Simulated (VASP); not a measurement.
# CoSi (NiAs type) (P6_3/mmc) in VASP: further runs, part 2 of 2

VASP 6.6.1. The steps go on from the part before.

### 4 Relaxation of shape and atoms at fixed volume, PBE

This run uses another cell than the first one, of 6.84 Å³/atom.

The input, INCAR:

```
PREC = Accurate
ENCUT = 600
EDIFF = 1E-6
ISMEAR = -1
SIGMA = 0.08
LREAL = False
LASPH = True
NELM = 60
ALGO = Normal
ISIF = 4
LWAVE = False
LCHARG = False
GGA = PE
IBRION = 2
NSW = 50
EDIFFG = -0.005
```

The input, KPOINTS:

```
regular mesh
0
Gamma
  12 12 7
```

The input, POSCAR:

```
CoSi
1.0
    2.7696937070      0.0000000000      0.0000000000
   -1.3848468535      2.3986251110      0.0000000000
    0.0000000000      0.0000000000      4.1158427032
Co Si
2 2
Direct
    0.0000000000      0.0000000000      0.0000000000
    0.0000000000      0.0000000000      0.5000000000
    0.3333333333      0.6666666667      0.2500000000
    0.6666666667      0.3333333333      0.7500000000
```

Potentials or basis: VASP PAW PBE potentials, release 64 (Co, Si).

Command:

```sh
$ cat potpaw_PBE.64/Co/POTCAR potpaw_PBE.64/Si/POTCAR > POTCAR
$ mpirun -np 1 vasp_std > vasp.out
```

OUTCAR:

```text
PREC = Accurate
   ENCUT = 600
   EDIFF = 1E-6
   ISMEAR = -1
   LREAL = False
   LASPH = True
   NELM = 60
   ISIF = 4
   GGA = PE
   IBRION = 2
   NSW = 50
   EDIFFG = -0.005

 ion  position               nearest neighbor table
   1  0.000  0.000  0.000-   3 1.90   4 1.90   4 1.90   3 1.90   4 1.90   3 1.90   2 2.06   2 2.06

   2  0.000  0.000  0.500-   3 1.90   4 1.90   4 1.90   3 1.90   4 1.90   3 1.90   1 2.06   1 2.06

   3  0.333  0.667  0.250-   1 1.90   2 1.90   1 1.90   2 1.90   1 1.90   2 1.90   4 2.61   4 2.61
                             4 2.61   4 2.61   4 2.61   4 2.61
   4  0.667  0.333  0.750-   1 1.90   2 1.90   1 1.90   2 1.90   1 1.90   2 1.90   3 2.61   3 2.61
                             3 2.61   3 2.61   3 2.61   3 2.61

  LATTYP: Found a hexagonal cell.
 ALAT       =     2.7696937070
 C/A-ratio  =     1.4860281095

  Lattice vectors:

 A1 = (   2.7696937070,   0.0000000000,   0.0000000000)
 A2 = (  -1.3848468535,   2.3986251110,   0.0000000000)
 A3 = (   0.0000000000,   0.0000000000,   4.1158427032)

Analysis of symmetry for initial positions (statically):
=====================================================================
 Subroutine PRICEL returns:
 Original cell was already a primitive cell.

 Routine SETGRP: Setting up the symmetry group for a
 hexagonal supercell.

 Subroutine GETGRP returns: Found 24 space group operations
 (whereof 12 operations were pure point group operations)
 out of a pool of 24 trial point group operations.

The static configuration has the point symmetry D_3d.
 The point group associated with its full space group is D_6h.

Analysis of symmetry for dynamics (positions and initial velocities):
=====================================================================
 Subroutine PRICEL returns:
 Original cell was already a primitive cell.

 Routine SETGRP: Setting up the symmetry group for a
 hexagonal supercell.

 Subroutine GETGRP returns: Found 24 space group operations
 (whereof 12 operations were pure point group operations)
 out of a pool of 24 trial point group operations.

The dynamic configuration has the point symmetry D_3d.
 The point group associated with its full space group is D_6h.

 Subroutine INISYM returns: Found 24 space group operations
 (whereof 12 operations are pure point group operations),
 and found     1 'primitive' translations

----------------------------------------------------------------------------------------

                                     Primitive cell

  volume of cell :      27.3434

  direct lattice vectors                    reciprocal lattice vectors
     2.769693707  0.000000000  0.000000000     0.361050754  0.208452750  0.000000000
    -1.384846854  2.398625111  0.000000000     0.000000000  0.416905499  0.000000000
     0.000000000  0.000000000  4.115842703     0.000000000  0.000000000  0.242963610

  length of vectors
     2.769693707  2.769693707  4.115842703     0.416905499  0.416905499  0.242963610

  position of ions in fractional coordinates (direct lattice)
     0.000000000  0.000000000  0.000000000
     0.000000000  0.000000000  0.500000000
     0.333333333  0.666666667  0.250000000
     0.666666667  0.333333333  0.750000000

[... 72 lines left out ...]
   ISPIN  =      1    spin polarized calculation?
   LNONCOLLINEAR =      F non collinear calculations
   LSORBIT =      F    spin-orbit coupling
   LASPH  =      T    aspherical Exc in radial PAW
   ENCUT  =  600.0 eV  44.10 Ry    6.64 a.u.   5.53  5.53  8.22*2*pi/ulx,y,z
   NELM   =     60;   NELMIN=  2; NELMDL= -5     # of ELM steps
   EDIFF  = 0.1E-05   stopping-criterion for ELM
   LREAL  =      F    real-space projection
   EDIFFG = -.5E-02   stopping-criterion for IOM
   NSW    =     50    number of steps for IOM
   IBRION =      2    ionic relax: 0-MD 1-quasi-New 2-CG
   NFREE  =      1    steps in history (QN), initial steepest desc. (CG)
   ISIF   =      4    stress and relaxation
   ISYM   =      2    0-nonsym 1-usesym 2-fastsym
   POTIM  = 0.5000    time-step for ionic-motion
   TEBEG  =    0.0;   TEEND  =   0.0 temperature during run
   PSTRESS=    0.0 pullay stress
   NELECT =      26.0000    total number of electrons
   NUPDOWN=      -1.0000    fix difference up-down
   EMIN   =  10.00;   EMAX   =-10.00  energy-range for DOS
   EFERMI =   0.00;   METHOD = LEGACY
   ISMEAR =    -1;   SIGMA  =   0.08  broadening in eV -4-tet -1-fermi 0-gaus
   EFERMI_NEDOS =   21; number of points for ismear=-14 and -15
   IALGO  =     38    algorithm
   IMIX   =      4    mixing-type and parameters
     AMIX     =   0.40;   BMIX     =  1.00
     AMIX_MAG =   1.60;   BMIX_MAG =  1.00
  volume/ion in A,a.u.               =       6.84        46.13
  Fermi-wavevector in a.u.,A,eV,Ry     =   1.609836  3.042149 35.260479  2.591572
  Thomas-Fermi vector in A             =   2.705482
   LORBIT       =      0    0 simple, 1 ext, 2 COOP (PROOUT), +10 PAW based schemes
   GGA     = PE    functional components
   LHFCALC =     F    Hartree Fock is set to
   AEXX    =    0.0000 exact exchange contribution
   IVDW    =     0    specifies the selected vdW correction
   LEPSILON=     F    determine dielectric tensor
   LRPA    =     F    only Hartree local field effects (RPA)
 conjugate gradient relaxation of ions
 non-spin polarized calculation
  energy-cutoff  :      600.00
  volume of cell :       27.34
 maximum number of plane-waves:       934
 NGX is ok and might be reduce to    24
   NGX = 11   NGY = 11   NGZ = 17

--------------------------------------- Ionic step        1  -------------------------------------------

 number of electron      25.9999998 magnetization

 Free energy of the ion-electron system (eV)
  ---------------------------------------------------
  ext. energy  EPLUGINS =         0.00000000
  ---------------------------------------------------
  free energy    TOTEN  =       -10.18784704 eV

  energy without entropy =      -10.16861397  energy(sigma->0) =      -10.17823051

------------------------ aborting loop because EDIFF is reached ----------------------------------------

  FORCE on cell =-STRESS in cart. coord.  units (eV):
  Direction    XX          YY          ZZ          XY          YZ          ZX
  --------------------------------------------------------------------------------------
  -------------------------------------------------------------------------------------
  Total       62.8146297     62.8146297     75.6647265      0.0000000     -0.0000000      0.0000000
  in kB     3680.5989470   3680.5989471   4433.5453996      0.0000000     -0.0000000      0.0000000
  external PRESSURE =    3931.5810979 kB  Pullay stress =       0.0000000 kB
[... 95 lines left out ...]
  FREE ENERGIE OF THE ION-ELECTRON SYSTEM (eV)
  ---------------------------------------------------
  free  energy   TOTEN  =       -10.9783371501 eV

  energy  without entropy=      -10.9401695787  energy(sigma->0) =      -10.95925336

[... ionic steps 4 to 8 ...]

--------------------------------------- Ionic step        9  -------------------------------------------

 number of electron      25.9999969 magnetization

------------------------ aborting loop because EDIFF is reached ----------------------------------------
[... 71 lines left out ...]
--------------------------------------- Ionic step       11  -------------------------------------------

 number of electron      25.9999966 magnetization

 Free energy of the ion-electron system (eV)
  ---------------------------------------------------
  ext. energy  EPLUGINS =         0.00000000
  ---------------------------------------------------
  free energy    TOTEN  =       -15.87012995 eV

  energy without entropy =      -15.81014832  energy(sigma->0) =      -15.84013913

 E-fermi :  21.3431     XC(G=0): -15.4179

 val. band max:       21.3343075724   @ k =   0.2500   0.1667   0.1429
 cond. band min:      21.3554730468   @ k =   0.4167   0.0833   0.2857
 fundamental gap:      0.0211654744
 Fermi energy:        21.3431158524

 k-point     1 :       0.0000    0.0000    0.0000
  band No.  band energies     occupation
      1       2.3402      2.00000
      2       4.4696      2.00000
      3       8.9941      2.00000
      4      13.4947      2.00000
      5      15.9236      2.00000
      6      16.2595      2.00000
[... 457 lines left out ...]
      4      13.9742      2.00000
      5      14.7982      2.00000
      6      15.5835      2.00000
[... 9 lines left out ...]
     16      24.3625      0.00000
     17      27.3661      0.00000

 [... further k-points ...]

------------------------ aborting loop because EDIFF is reached ----------------------------------------

  FORCE on cell =-STRESS in cart. coord.  units (eV):
  Direction    XX          YY          ZZ          XY          YZ          ZX
  --------------------------------------------------------------------------------------
  -------------------------------------------------------------------------------------
  Total       50.7638171     50.7638172     50.7571123     -0.0000000      0.0000000      0.0000000
  in kB     2974.4862409   2974.4862425   2974.0933733     -0.0000000      0.0000000      0.0000000
  external PRESSURE =    2974.3552856 kB  Pullay stress =       0.0000000 kB
[... 19 lines left out ...]
  FREE ENERGIE OF THE ION-ELECTRON SYSTEM (eV)
  ---------------------------------------------------
  free  energy   TOTEN  =       -15.8701299505 eV

  energy  without entropy=      -15.8101483166  energy(sigma->0) =      -15.84013913

 reached required accuracy - stopping structural energy minimisation
```

OSZICAR:

```text
N       E                     dE             d eps       ncg     rms          rms(c)
DAV:   1     0.184142881911E+03    0.18414E+03   -0.13521E+04  2624   0.220E+03
[... 105 lines left out ...]
DAV:   1    -0.158765726485E+02   -0.12602E-01   -0.39888E-01  2710   0.552E+00    0.538E-01
DAV:   2    -0.158720794455E+02    0.44932E-02   -0.98632E-03  3390   0.117E+00    0.305E-01
DAV:   3    -0.158702464104E+02    0.18330E-02   -0.21261E-03  3092   0.437E-01    0.951E-02
DAV:   4    -0.158701970240E+02    0.49386E-04   -0.98074E-04  3302   0.536E-01    0.102E-01
DAV:   5    -0.158701285763E+02    0.68448E-04   -0.31315E-04  2983   0.320E-01    0.160E-02
DAV:   6    -0.158701300177E+02   -0.14414E-05   -0.10462E-05  3561   0.326E-02    0.709E-03
DAV:   7    -0.158701299505E+02    0.67226E-07   -0.76421E-07  1377   0.160E-02
  11 F= -.15870130E+02 E0= -.15840139E+02  d E =-.208050E-02
```

CONTCAR:

```text
CoSi
   1.00000000000000
     2.2189784715694421   -0.0000000000000000    0.0000000000000000
    -1.1094892357847210    1.9216917273656313   -0.0000000000000000
     0.0000000000000000   -0.0000000000000000    6.4123331774523376
  Co              Si
     2     2
Direct
     0.0000000000000000    0.0000000000000000    0.0000000000000000
     0.0000000000000000    0.0000000000000000    0.5000000000000000
     0.3333333332999970    0.6666666667000030    0.2500000000000000
     0.6666666667000030    0.3333333332999970    0.7500000000000000

  0.00000000E+00  0.00000000E+00  0.00000000E+00
  0.00000000E+00  0.00000000E+00  0.00000000E+00
  0.00000000E+00  0.00000000E+00  0.00000000E+00
  0.00000000E+00  0.00000000E+00  0.00000000E+00
```

Run time: 2.3 min. Hardware: 1 thread of Intel Xeon 6975P-C (Granite Rapids), shared host; peak memory 0.18 GiB.

Results:

```yaml
Free_energy: -15.8701 eV
Energy_gained_by_relaxing: 1420.6 meV/atom
Ionic_steps: 11
Pressure_after_relaxing: 297.4 GPa
Band_gap_on_the_k_mesh: zero (bands 13 and 14 overlap by 2.64 eV)
```

The path:
```tsv
step	energy change (eV)	largest force (eV/Å)	pressure (GPa)	volume (Å³)
1	0.0000	0.0000	393.16	27.34
2	-0.6619	0.0000	376.09	27.34
3	-0.7905	0.0000	371.98	27.34
4	-1.4454	0.0000	361.13	27.34
5	-3.8463	0.0000	331.10	27.34
6	-4.9465	0.0000	290.70	27.34
7	-5.6288	0.0000	301.49	27.34
8	-5.6809	0.0000	298.12	27.34
9	-5.6802	0.0000	296.73	27.34
10	-5.6761	0.0000	298.74	27.34
11	-5.6823	0.0000	297.44	27.34
```

Final structure:
```yaml
crystal:
  lattice:
    - [2.21898, 0.00000, 0.00000]
    - [-1.10949, 1.92169, 0.00000]
    - [0.00000, 0.00000, 6.41233]
  atoms:
    - { symbol: Co, position: [0.00000, 0.00000, 0.00000] }
    - { symbol: Co, position: [0.00000, 0.00000, 0.50000] }
    - { symbol: Si, position: [0.33333, 0.66667, 0.25000] }
    - { symbol: Si, position: [0.66667, 0.33333, 0.75000] }
```

Levels at points of the mesh, in eV from the Fermi level:
```tsv
k point	band 9	band 10	band 11	band 12	band 13	band 14	band 15	band 16	band 17
(0.00, 0.00, 0.00)	-3.42	-3.42	-2.01	-2.01	-1.72	-1.72	4.17	9.21	14.28
(0.50, 0.00, 0.00)	-3.41	-3.17	-2.77	0.27	0.27	0.82	2.28	3.71	5.33
```

Caveat: a cell axis changed by over 15 % at a fixed basis, so the end point is rough; the run has no spin polarisation, though such a crystal can be magnetic. Spin polarisation is off, so any magnetic state and its effect on volume and gap are missing.

### 5 Overview

| task | cell | cutoff (eV) | gap on the mesh (eV) | pressure (GPa) |
| --- | --- | --- | --- | --- |
| single point | a = 3.299, b = 3.299, c = 4.959 Å, angles 90.0, 90.0, 120.0°, 4 atoms | 520 | none | 12.3 |
| single point | a = 3.380, b = 3.380, c = 5.023 Å, angles 90.0, 90.0, 120.0°, 4 atoms | 520 | none | -0.3 |
| relaxation of shape and atoms at fixed volume | relaxed from a = 2.770, b = 2.770, c = 4.116 Å, angles 90.0, 90.0, 120.0°, 4 atoms | 600 | none | 297.4 |

Alike in all rows: level PBE; potentials or basis VASP PAW PBE potentials, release 64 (Co, Si); no spin polarisation; k mesh 12 × 12 × 7; smearing fermi-dirac 0.08 eV.

Caveats: the run has no spin polarisation, though such a crystal can be magnetic; the cell stands under pressure (at least some runs); a cell axis changed by over 15 % at a fixed basis, so the end point is rough (at least some runs).

Total energies depend on the potentials used, so only differences within one code and one set of settings carry meaning.

The gap in the log of VASP goes by the Fermi energy; the results here count the filled bands.